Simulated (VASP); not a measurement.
# SiMo6 in VASP: notebook, part 2 of 2

VASP 6.6.1. Earlier steps stand in the parts before.

## (4) Single point, PBEsol

The input, INCAR:

```
SYSTEM = SiMo6
PREC = Accurate
ENCUT = 520
EDIFF = 1E-7
ISMEAR = 0
SIGMA = 0.1
LREAL = .FALSE.
LASPH = .TRUE.
NELM = 100
ALGO = Normal
ISIF = 2
LWAVE = .FALSE.
LCHARG = .FALSE.
LDIPOL = .TRUE.
IDIPOL = 3
DIPOL = 0.5 0.5 0.339
GGA = PS
NBANDS = 53
```

The input, KPOINTS:

```
regular mesh
0
G
  6 6 1
  0 0 0
```

The input, POSCAR:

```
SiMo6
1.0
    4.4256825773      0.0000000000      0.0000000000
   -2.2128412886      3.8327535410      0.0000000000
    0.0000000000      0.0000000000     19.7247696212
Mo Si
6 1
Direct
    0.6666666667      0.3333333333      0.2027907082
    0.3333333333      0.6666666667      0.2485904154
    0.0000000000      0.0000000000      0.2943901226
    0.6666666667      0.3333333333      0.3368101106
    0.3333333333      0.6666666667      0.3772266206
    0.0000000000      0.0000000000      0.4169767140
    0.2222222222      0.6666666667      0.4941190787
```

Potentials or basis: VASP PAW PBE potentials, release 64 (Mo_sv, Si).

Launch:

```sh
> cat potpaw_PBE.64/Mo_sv/POTCAR potpaw_PBE.64/Si/POTCAR > POTCAR
> mpirun -np 1 vasp_std > vasp.out
```

OUTCAR:

```text
SYSTEM = SiMo6
   PREC = Accurate
   ENCUT = 520
   EDIFF = 1E-7
   ISMEAR = 0
   LREAL = .FALSE.
   LASPH = .TRUE.
   NELM = 100
   ISIF = 2
   GGA = PS

 ion  position               nearest neighbor table
   1  0.667  0.333  0.203-   4 2.64   2 2.71   2 2.71   2 2.71   3 3.13   3 3.13   3 3.13
   2  0.333  0.667  0.249-   5 2.54   3 2.71   1 2.71   1 2.71   3 2.71   3 2.71   1 2.71   4 3.09
                             4 3.09   4 3.09
   3  0.000  0.000  0.294-   6 2.42   4 2.69   4 2.69   4 2.69   2 2.71   2 2.71   2 2.71   5 3.03
                             5 3.03   5 3.03   1 3.13   1 3.13   1 3.13
   4  0.667  0.333  0.337-   1 2.64   5 2.68   5 2.68   5 2.68   3 2.69   3 2.69   3 2.69   6 3.00
                             6 3.00   6 3.00   2 3.09   2 3.09   2 3.09
   5  0.333  0.667  0.377-   7 2.36   2 2.54   6 2.67   6 2.67   6 2.67   4 2.68   4 2.68   4 2.68
                             3 3.03   3 3.03   3 3.03
   6  0.000  0.000  0.417-   3 2.42   7 2.63   5 2.67   5 2.67   5 2.67   4 3.00   4 3.00   4 3.00
                             7 3.01
   7  0.222  0.667  0.494-   5 2.36   6 2.63   6 3.01

  LATTYP: Found a hexagonal cell.
 ALAT       =     4.4256825773
 C/A-ratio  =     4.4568875595

  Lattice vectors:

 A1 = (   4.4256825773,   0.0000000000,   0.0000000000)
 A2 = (  -2.2128412886,   3.8327535410,   0.0000000000)
 A3 = (   0.0000000000,   0.0000000000,  19.7247696212)

Analysis of symmetry for initial positions (statically):
=====================================================================
 Subroutine PRICEL returns:
 Original cell was already a primitive cell.

 Routine SETGRP: Setting up the symmetry group for a
 hexagonal supercell.

 Subroutine GETGRP returns: Found  1 space group operations
 (whereof  1 operations were pure point group operations)
 out of a pool of 24 trial point group operations.

The static configuration has the point symmetry C_1 .

Analysis of symmetry for dynamics (positions and initial velocities):
=====================================================================
 Subroutine PRICEL returns:
 Original cell was already a primitive cell.

 Routine SETGRP: Setting up the symmetry group for a
 hexagonal supercell.

 Subroutine GETGRP returns: Found  1 space group operations
 (whereof  1 operations were pure point group operations)
 out of a pool of 24 trial point group operations.

The dynamic configuration has the point symmetry C_1 .

 Subroutine INISYM returns: Found  1 space group operations
 (whereof  1 operations are pure point group operations),
 and found     1 'primitive' translations

----------------------------------------------------------------------------------------

                                     Primitive cell

  volume of cell :     334.5824

  direct lattice vectors                    reciprocal lattice vectors
     4.425682577  0.000000000  0.000000000     0.225953846  0.130454514  0.000000000
    -2.212841289  3.832753541  0.000000000     0.000000000  0.260909028  0.000000000
     0.000000000  0.000000000 19.724769621     0.000000000  0.000000000  0.050697677

  length of vectors
     4.425682577  4.425682577 19.724769621     0.260909028  0.260909028  0.050697677

  position of ions in fractional coordinates (direct lattice)
     0.666666667  0.333333333  0.202790708
     0.333333333  0.666666667  0.248590415
     0.000000000  0.000000000  0.294390123
     0.666666667  0.333333333  0.336810111
     0.333333333  0.666666667  0.377226621
     0.000000000  0.000000000  0.416976714
     0.222222222  0.666666667  0.494119079

[... 65 lines left out ...]
   NGXF,Y,Z  is equivalent  to a cutoff of  27.05, 27.05, 25.28 a.u.
 SYSTEM =  SiMo6
   PREC   = accura    normal or accurate (medium, high low for compatibility)
   ISTART =      0    job   : 0-new  1-cont  2-samecut
   ICHARG =      2    charge: 1-file 2-atom 10-const
   ISPIN  =      1    spin polarized calculation?
   LNONCOLLINEAR =      F non collinear calculations
   LSORBIT =      F    spin-orbit coupling
   LASPH  =      T    aspherical Exc in radial PAW
   ENCUT  =  520.0 eV  38.22 Ry    6.18 a.u.   8.23  8.23 36.67*2*pi/ulx,y,z
   NELM   =    100;   NELMIN=  2; NELMDL= -5     # of ELM steps
   EDIFF  = 0.1E-06   stopping-criterion for ELM
   LREAL  =      F    real-space projection
   EDIFFG = 0.1E-05   stopping-criterion for IOM
   NSW    =      0    number of steps for IOM
   IBRION =     -1    ionic relax: 0-MD 1-quasi-New 2-CG
   NFREE  =      0    steps in history (QN), initial steepest desc. (CG)
   ISIF   =      2    stress and relaxation
   ISYM   =      2    0-nonsym 1-usesym 2-fastsym
   POTIM  = 0.5000    time-step for ionic-motion
   TEBEG  =    0.0;   TEEND  =   0.0 temperature during run
   PSTRESS=    0.0 pullay stress
   NELECT =      88.0000    total number of electrons
   NUPDOWN=      -1.0000    fix difference up-down
   EMIN   =  10.00;   EMAX   =-10.00  energy-range for DOS
   EFERMI =   0.00;   METHOD = LEGACY
   ISMEAR =     0;   SIGMA  =   0.10  broadening in eV -4-tet -1-fermi 0-gaus
   EFERMI_NEDOS =   21; number of points for ismear=-14 and -15
   IALGO  =     38    algorithm
   IMIX   =      4    mixing-type and parameters
     AMIX     =   0.40;   BMIX     =  1.00
     AMIX_MAG =   1.60;   BMIX_MAG =  1.00
  volume/ion in A,a.u.               =      47.80       322.55
  Fermi-wavevector in a.u.,A,eV,Ry     =   1.048901  1.982136 14.969052  1.100194
  Thomas-Fermi vector in A             =   2.183842
   LORBIT       =      0    0 simple, 1 ext, 2 COOP (PROOUT), +10 PAW based schemes
   GGA     = PS    functional components
   LHFCALC =     F    Hartree Fock is set to
   AEXX    =    0.0000 exact exchange contribution
   IVDW    =     0    specifies the selected vdW correction
   LEPSILON=     F    determine dielectric tensor
   LRPA    =     F    only Hartree local field effects (RPA)
 non-spin polarized calculation
 Gauss-broadening in eV      SIGMA  =   0.10
  energy-cutoff  :      520.00
  volume of cell :      334.58
 maximum number of plane-waves:      9055
 NGX is ok and might be reduce to    36
   NGX = 17   NGY = 17   NGZ = 73

 dipolmoment           0.000000      0.000000     -0.051272 electrons x Angstroem

 number of electron      88.0000013 magnetization

 dipolmoment           0.000000      0.000000      0.125074 electrons x Angstroem

 Free energy of the ion-electron system (eV)
  ---------------------------------------------------
  ext. energy  EPLUGINS =         0.00000000
  ---------------------------------------------------
  free energy    TOTEN  =       -68.89030129 eV

  energy without entropy =      -68.82952581  energy(sigma->0) =      -68.85991355

 E-fermi :   0.8920     XC(G=0):  -5.4581

 val. band max:        0.8804240449   @ k =   0.3333   0.3333   0.0000
 cond. band min:       0.8931373418   @ k =   0.0000   0.1667   0.0000
 fundamental gap:      0.0127132969
 Fermi energy:         0.8920140015

 k-point     1 :       0.0000    0.0000    0.0000
  band No.  band energies     occupation
      1     -60.0636      2.00000
      2     -59.8108      2.00000
      3     -59.7760      2.00000
      4     -59.6783      2.00000
      5     -59.6353      2.00000
      6     -59.4728      2.00000
[... 1109 lines left out ...]
     52       2.4615      0.00000
     53       3.0275      0.00000

------------------------ aborting loop because EDIFF is reached ----------------------------------------

 vacuum level on the upper side and lower side of the slab       (xc-potential included)         0.537        -0.781

  FORCE on cell =-STRESS in cart. coord.  units (eV):
  Direction    XX          YY          ZZ          XY          YZ          ZX
  --------------------------------------------------------------------------------------
  -------------------------------------------------------------------------------------
  Total       -4.6216429     -5.1265889      0.2774521     -0.7668431     -0.3688171     -0.4825360
  in kB      -22.1311446    -24.5491231      1.3286037     -3.6720958     -1.7661133     -2.3106662
  external PRESSURE =     -15.1172213 kB  Pullay stress =       0.0000000 kB

 VOLUME and BASIS-vectors are now :
 -----------------------------------------------------------------------------
  energy-cutoff  :      520.00
  volume of cell :      334.58
      direct lattice vectors                 reciprocal lattice vectors
     4.425682577  0.000000000  0.000000000     0.225953846  0.130454514  0.000000000
    -2.212841289  3.832753541  0.000000000     0.000000000  0.260909028  0.000000000
     0.000000000  0.000000000 19.724769621     0.000000000  0.000000000  0.050697677

 POSITION                                       TOTAL-FORCE (eV/Angst)
 -----------------------------------------------------------------------------------
      2.21284      1.27758      4.00000        -0.006575      0.041323      2.048960
     -0.00000      2.55517      4.90339        -0.059634     -0.016067     -1.009131
      0.00000      0.00000      5.80678         0.150138     -0.066883     -1.420052
      2.21284      1.27758      6.64350        -0.283388     -0.017654     -1.488295
     -0.00000      2.55517      7.44071         0.580339     -0.062133      0.304360
      0.00000      0.00000      8.22477        -0.158541      0.440733      1.519122
     -0.49174      2.55517      9.74638        -0.222340     -0.319319      0.045035
 -----------------------------------------------------------------------------------
    total drift:                                0.000058      0.000000     -0.000222

  FREE ENERGIE OF THE ION-ELECTRON SYSTEM (eV)
  ---------------------------------------------------
  free  energy   TOTEN  =       -68.8903012901 eV

  energy  without entropy=      -68.8295258112  energy(sigma->0) =      -68.85991355

 vacuum level on the upper side and lower side of the slab         5.905         4.551
```

Run time: 8.6 min. Hardware: 1 thread of AMD EPYC 9R45 (Zen 5), shared host; peak memory 0.59 GiB.

What came out:

| Property | Result |
| --- | --- |
| Free energy | -68.8903 eV |
| Largest force | 2.049 eV/Å |
| Band gap on the k mesh | zero (bands 44 and 45 overlap by 0.06 eV) |

Forces on the atoms (eV/Å):
```
Mo  -0.007  0.041  2.049
Mo  -0.060 -0.016 -1.009
Mo   0.150 -0.067 -1.420
Mo  -0.283 -0.018 -1.488
Mo   0.580 -0.062  0.304
Mo  -0.159  0.441  1.519
Si  -0.222 -0.319  0.045
```

Levels at points of the mesh, in eV from the Fermi level:
```
           k point  band 41  band 42  band 43  band 44  band 45  band 46  band 47  band 48
(0.00, 0.00, 0.00)    -1.20    -1.19    -0.71    -0.12     0.10     1.09     1.29     1.31
(0.50, 0.00, 0.00)    -0.98    -0.54    -0.39     0.01     0.06     0.50     1.19     1.39
(0.00, 0.50, 0.00)    -0.93    -0.53    -0.39    -0.10     0.08     0.56     0.93     1.21
(0.50, 0.50, 0.00)    -0.90    -0.56    -0.43    -0.26     0.07     0.48     0.66     1.39
```

Caveat: the PAW data sets were made with another functional, which shifts forces and pressure a little.

## (5) Summary

```tsv
cell	gap on the mesh (eV)	largest force (eV/Å)
as given, atomic positions A	none	2.38
as given, atomic positions B	none	2.40
as given, atomic positions C	none	2.05
```

Alike in all rows: task single point; level PBEsol; potentials or basis VASP PAW PBE potentials, release 64 (Mo_sv, Si); no spin polarisation; k mesh 6 × 6 × 1; cutoff (eV) 520; smearing gaussian 0.1 eV.

Caveats: the PAW data sets were made with another functional, which shifts forces and pressure a little.

Absolute energies hang on the potentials; compare differences alone.

The gap in the log of VASP goes by the Fermi energy; the results here count the filled bands.